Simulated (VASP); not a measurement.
# CuAu (P4/mmm) in VASP: further runs

Runs on CuAu. Level: r2SCAN. Tasks: single point, relaxation of cell and atoms.

Program: VASP 6.6.1. These are calculated values, not measurements. Logs are shortened: lines on timing, memory, paths and dates and some standing lists are left out, and cuts for length are marked.

### 1 The cell of the first run

The structure is tetragonal, space group P4/mmm (No. 123). Conventional cell: a = 2.809 Å, b = 2.809 Å, c = 3.634 Å, α = 90.00°, β = 90.00°, γ = 90.00°. Au (site symmetry 4/mmm) has 8 Cu at 2.69 Å and 4 Au at 2.81 Å within 3.5 Å. Within 3.5 Å of Cu (site symmetry 4/mmm) lie 8 Au at 2.69 Å and 4 Cu at 2.81 Å.

### 2 Single point, r2SCAN

POSCAR reads:

```
CuAu
1.0
    2.8087456260      0.0000000000      0.0000000000
    0.0000000000      2.8087456260      0.0000000000
    0.0000000000      0.0000000000      3.6344813014
Au Cu
1 1
Direct
    0.0000000000      0.0000000000      0.0000000000
    0.5000000000      0.5000000000      0.5000000000
```

INCAR.step1 reads:

```
PREC = Accurate ; ENCUT = 520
ISMEAR = -1 ; SIGMA = 0.05
LREAL = F ; LASPH = T
NELM = 60 ; NBANDS = 18
GGA = PE ; ALGO = Normal
EDIFF = 1E-4 ; LWAVE = T
LCHARG = F
```

INCAR.step2 reads:

```
PREC = Accurate ; ENCUT = 520
EDIFF = 1E-6 ; ISMEAR = -1
SIGMA = 0.05 ; LREAL = F
LASPH = T ; NELM = 60
ALGO = Normal ; ISIF = 2
LWAVE = F ; LCHARG = F
METAGGA = R2SCAN ; LMIXTAU = T
NBANDS = 18 ; ISTART = 1
```

KPOINTS reads:

```
Automatic mesh
0
Gamma
  9 9 7
```

Potentials or basis: VASP PAW PBE potentials, release 64 (Au, Cu).

Command:

```bash
$ cat potpaw_PBE.64/Au/POTCAR potpaw_PBE.64/Cu/POTCAR > POTCAR
$ cp INCAR.step1 INCAR
$ mpirun -np 1 vasp_std > vasp.out
$ cp INCAR.step2 INCAR
$ mpirun -np 1 vasp_std > vasp.out
```

OUTCAR:

```text
PREC = Accurate
   ENCUT = 520
   EDIFF = 1E-6
   ISMEAR = -1
   LREAL = F
   LASPH = T
   NELM = 60
   ISIF = 2
   METAGGA = R2SCAN
   ISTART = 1

 ion  position               nearest neighbor table
   1  0.000  0.000  0.000-   2 2.69   2 2.69   2 2.69   2 2.69   2 2.69   2 2.69   2 2.69   2 2.69

   2  0.500  0.500  0.500-   1 2.69   1 2.69   1 2.69   1 2.69   1 2.69   1 2.69   1 2.69   1 2.69

  LATTYP: Found a simple tetragonal cell.
 ALAT       =     2.8087456260
 C/A-ratio  =     1.2939873471

  Lattice vectors:

 A1 = (   2.8087456260,   0.0000000000,   0.0000000000)
 A2 = (   0.0000000000,   2.8087456260,   0.0000000000)
 A3 = (   0.0000000000,   0.0000000000,   3.6344813014)

Analysis of symmetry for initial positions (statically):
=====================================================================
 Subroutine PRICEL returns:
 Original cell was already a primitive cell.

 Routine SETGRP: Setting up the symmetry group for a
 simple tetragonal supercell.

 Subroutine GETGRP returns: Found 16 space group operations
 (whereof 16 operations were pure point group operations)
 out of a pool of 16 trial point group operations.

The static configuration has the point symmetry D_4h.

Analysis of symmetry for dynamics (positions and initial velocities):
=====================================================================
 Subroutine PRICEL returns:
 Original cell was already a primitive cell.

 Routine SETGRP: Setting up the symmetry group for a
 simple tetragonal supercell.

 Subroutine GETGRP returns: Found 16 space group operations
 (whereof 16 operations were pure point group operations)
 out of a pool of 16 trial point group operations.

The dynamic configuration has the point symmetry D_4h.

 Subroutine INISYM returns: Found 16 space group operations
 (whereof 16 operations are pure point group operations),
 and found     1 'primitive' translations

----------------------------------------------------------------------------------------

                                     Primitive cell

  volume of cell :      28.6726

  direct lattice vectors                    reciprocal lattice vectors
     2.808745626  0.000000000  0.000000000     0.356030817  0.000000000  0.000000000
     0.000000000  2.808745626  0.000000000     0.000000000  0.356030817  0.000000000
     0.000000000  0.000000000  3.634481301     0.000000000  0.000000000  0.275142425

  length of vectors
     2.808745626  2.808745626  3.634481301     0.356030817  0.356030817  0.275142425

  position of ions in fractional coordinates (direct lattice)
     0.000000000  0.000000000  0.000000000
     0.500000000  0.500000000  0.500000000

  ion indices of the primitive-cell ions
   primitive index   ion index
                 1           1
                 2           2

----------------------------------------------------------------------------------------

 KPOINTS: Automatic mesh

Automatic generation of k-mesh.
 Grid dimensions read from file:
 generate k-points for:    9    9    7

 Generating k-lattice:

  Cartesian coordinates                     Fractional coordinates (reciprocal lattice)
     0.039558980  0.000000000  0.000000000     0.111111111  0.000000000  0.000000000
     0.000000000  0.039558980  0.000000000     0.000000000  0.111111111  0.000000000
     0.000000000  0.000000000  0.039306061     0.000000000  0.000000000  0.142857143

  Length of vectors
     0.039558980  0.039558980  0.039306061

  Shift w.r.t. Gamma in fractional coordinates (k-lattice)
     0.000000000  0.000000000  0.000000000

 Subroutine IBZKPT returns following result:
 ===========================================

 Found     60 irreducible k-points:

 Following reciprocal coordinates:
            Coordinates               Weight
  0.000000  0.000000  0.000000      1.000000
  0.111111  0.000000  0.000000      4.000000
  0.222222  0.000000  0.000000      4.000000
  0.333333  0.000000  0.000000      4.000000
  0.444444  0.000000  0.000000      4.000000
  0.111111  0.111111  0.000000      4.000000
[... 16 lines left out ...]
  0.333333  0.111111  0.142857     16.000000
  0.444444  0.111111  0.142857     16.000000
 [... further k-points ...]
   k-points           NKPTS =     60   k-points in BZ     NKDIM =     60   number of bands    NBANDS=     18
   number of dos      NEDOS =    301   number of ions     NIONS =      2
   total plane-waves  NPLWV =  16128
   dimension x,y,z NGX =    24 NGY =   24 NGZ =   28
   dimension x,y,z NGXF=    48 NGYF=   48 NGZF=   56
   ions per type =               1   1
   NGX,Y,Z   is equivalent  to a cutoff of  14.21, 14.21, 12.81 a.u.
   NGXF,Y,Z  is equivalent  to a cutoff of  28.41, 28.41, 25.62 a.u.
 SYSTEM =  unknown system
   PREC   = accura    normal or accurate (medium, high low for compatibility)
   ISTART =      1    job   : 0-new  1-cont  2-samecut
   ICHARG =      0    charge: 1-file 2-atom 10-const
   ISPIN  =      1    spin polarized calculation?
   LNONCOLLINEAR =      F non collinear calculations
   LSORBIT =      F    spin-orbit coupling
   LASPH  =      T    aspherical Exc in radial PAW
   ENCUT  =  520.0 eV  38.22 Ry    6.18 a.u.   5.22  5.22  6.76*2*pi/ulx,y,z
   NELM   =     60;   NELMIN=  2; NELMDL=  0     # of ELM steps
   EDIFF  = 0.1E-05   stopping-criterion for ELM
   LREAL  =      F    real-space projection
   EDIFFG = 0.1E-04   stopping-criterion for IOM
   NSW    =      0    number of steps for IOM
   IBRION =     -1    ionic relax: 0-MD 1-quasi-New 2-CG
   NFREE  =      0    steps in history (QN), initial steepest desc. (CG)
   ISIF   =      2    stress and relaxation
   ISYM   =      2    0-nonsym 1-usesym 2-fastsym
   POTIM  = 0.5000    time-step for ionic-motion
   TEBEG  =    0.0;   TEEND  =   0.0 temperature during run
   PSTRESS=    0.0 pullay stress
   NELECT =      22.0000    total number of electrons
   NUPDOWN=      -1.0000    fix difference up-down
   EMIN   =  10.00;   EMAX   =-10.00  energy-range for DOS
   EFERMI =   0.00;   METHOD = LEGACY
   ISMEAR =    -1;   SIGMA  =   0.05  broadening in eV -4-tet -1-fermi 0-gaus
   EFERMI_NEDOS =   21; number of points for ismear=-14 and -15
   IALGO  =     38    algorithm
   IMIX   =      4    mixing-type and parameters
     AMIX     =   0.40;   BMIX     =  1.00
     AMIX_MAG =   1.60;   BMIX_MAG =  1.00
  volume/ion in A,a.u.               =      14.34        96.75
  Fermi-wavevector in a.u.,A,eV,Ry     =   1.498741  2.832210 30.561748  2.246225
  Thomas-Fermi vector in A             =   2.610461
   LORBIT       =      0    0 simple, 1 ext, 2 COOP (PROOUT), +10 PAW based schemes
   METAGGA = R2SCAN    functional components
   LHFCALC =     F    Hartree Fock is set to
   AEXX    =    0.0000 exact exchange contribution
   IVDW    =     0    specifies the selected vdW correction
   LEPSILON=     F    determine dielectric tensor
   LRPA    =     F    only Hartree local field effects (RPA)
 non-spin polarized calculation
  energy-cutoff  :      520.00
  volume of cell :       28.67
 maximum number of plane-waves:       789
 NGX is ok and might be reduce to    24
   NGX = 11   NGY = 11   NGZ = 13

 number of electron      21.9999998 magnetization

 Free energy of the ion-electron system (eV)
  ---------------------------------------------------
  ext. energy  EPLUGINS =         0.00000000
  ---------------------------------------------------
  free energy    TOTEN  =       -61.55553693 eV

  energy without entropy =      -61.55198655  energy(sigma->0) =      -61.55376174

 E-fermi :   8.8277     XC(G=0): -13.7119

 val. band max:        8.8070342699   @ k =   0.1111   0.1111   0.2857
 cond. band min:       8.8433455733   @ k =   0.3333   0.1111   0.4286
 fundamental gap:      0.0363113034
 Fermi energy:         8.8277247763

 k-point     1 :       0.0000    0.0000    0.0000
  band No.  band energies     occupation
      1      -1.3945      2.00000
      2       1.7873      2.00000
      3       1.9746      2.00000
      4       4.4502      2.00000
      5       4.4502      2.00000
      6       5.5139      2.00000
[... 10 lines left out ...]
     17      26.4527      0.00000
     18      27.0590      0.00000

 k-point     2 :       0.1111    0.0000    0.0000
  band No.  band energies     occupation
      1      -1.0968      2.00000
      2       1.9301      2.00000
      3       2.1489      2.00000
      4       4.2716      2.00000
      5       4.5193      2.00000
      6       5.3853      2.00000
[... 10 lines left out ...]
     17      27.1465      0.00000
     18      28.5103      0.00000

 k-point     3 :       0.2222    0.0000    0.0000
  band No.  band energies     occupation
      1      -0.2799      2.00000
      2       2.2157      2.00000
      3       2.7425      2.00000
      4       3.8080      2.00000
      5       4.7124      2.00000
      6       5.0495      2.00000
[... 10 lines left out ...]
     17      26.3780      0.00000
     18      28.3600      0.00000

 k-point     4 :       0.3333    0.0000    0.0000
  band No.  band energies     occupation
      1       0.7963      2.00000
      2       2.5935      2.00000
      3       3.2927      2.00000
      4       3.5479      2.00000
      5       4.6650      2.00000
      6       4.9809      2.00000
[... 375 lines left out ...]
      4       3.7563      2.00000
      5       4.3774      2.00000
      6       4.8114      2.00000
[... 10 lines left out ...]
     17      27.3408      0.00000
     18      28.3441      0.00000

 k-point    23 :       0.3333    0.1111    0.1429
  band No.  band energies     occupation
      1       1.2235      2.00000
      2       2.6981      2.00000
      3       3.2204      2.00000
      4       3.6414      2.00000
      5       4.3921      2.00000
      6       4.6536      2.00000
[... 10 lines left out ...]
     17      26.6625      0.00000
     18      27.2461      0.00000

 k-point    24 :       0.4444    0.1111    0.1429
  band No.  band energies     occupation
      1       1.9776      2.00000
      2       2.5252      2.00000
      3       3.2635      2.00000
      4       3.6137      2.00000
      5       4.4656      2.00000
      6       5.1438      2.00000
[... 10 lines left out ...]
     17      24.6656      0.00000
     18      25.3738      0.00000

 [... further k-points ...]
[... 5 lines left out ...]
  --------------------------------------------------------------------------------------
  -------------------------------------------------------------------------------------
  Total        0.3756734      0.3756734      0.3857478      0.0000000      0.0000000     -0.0000000
  in kB       20.9919967     20.9919967     21.5549384      0.0000000      0.0000000     -0.0000000
  external PRESSURE =      21.1796439 kB  Pullay stress =       0.0000000 kB

 VOLUME and BASIS-vectors are now :
 -----------------------------------------------------------------------------
  energy-cutoff  :      520.00
  volume of cell :       28.67
      direct lattice vectors                 reciprocal lattice vectors
     2.808745626  0.000000000  0.000000000     0.356030817  0.000000000  0.000000000
     0.000000000  2.808745626  0.000000000     0.000000000  0.356030817  0.000000000
     0.000000000  0.000000000  3.634481301     0.000000000  0.000000000  0.275142425

 POSITION                                       TOTAL-FORCE (eV/Angst)
 -----------------------------------------------------------------------------------
      0.00000      0.00000      0.00000         0.000000      0.000000      0.000000
      1.40437      1.40437      1.81724         0.000000      0.000000      0.000000
 -----------------------------------------------------------------------------------
    total drift:                                0.000000      0.000000     -0.000000

  FREE ENERGIE OF THE ION-ELECTRON SYSTEM (eV)
  ---------------------------------------------------
  free  energy   TOTEN  =       -61.5555369342 eV

  energy  without entropy=      -61.5519865484  energy(sigma->0) =      -61.55376174
```

It took 73 s on 1 thread of Intel Xeon 6975P-C (Granite Rapids), shared host; peak memory 0.17 GiB.

What came out:

```
Free energy            : -61.5555 eV
Pressure               : 2.1 GPa
Band gap on the k mesh : zero (band 11 reaches 12.44 eV, above the bottom of band 12 at 6.70 eV)
```

Levels at points of the mesh, in eV from the Fermi level:
| k point | band 8 | band 9 | band 10 | band 11 | band 12 | band 13 | band 14 | band 15 |
| --- | --- | --- | --- | --- | --- | --- | --- | --- |
| (0.00, 0.00, 0.00) | -2.31 | -1.85 | -1.60 | -1.60 | 2.41 | 8.82 | 10.43 | 10.43 |

Caveat: the PAW data sets were made with another functional, which shifts forces and pressure a little; spin-orbit coupling is left out, which moves the levels of the heavy elements.

(Continued in part 2 of 2.)
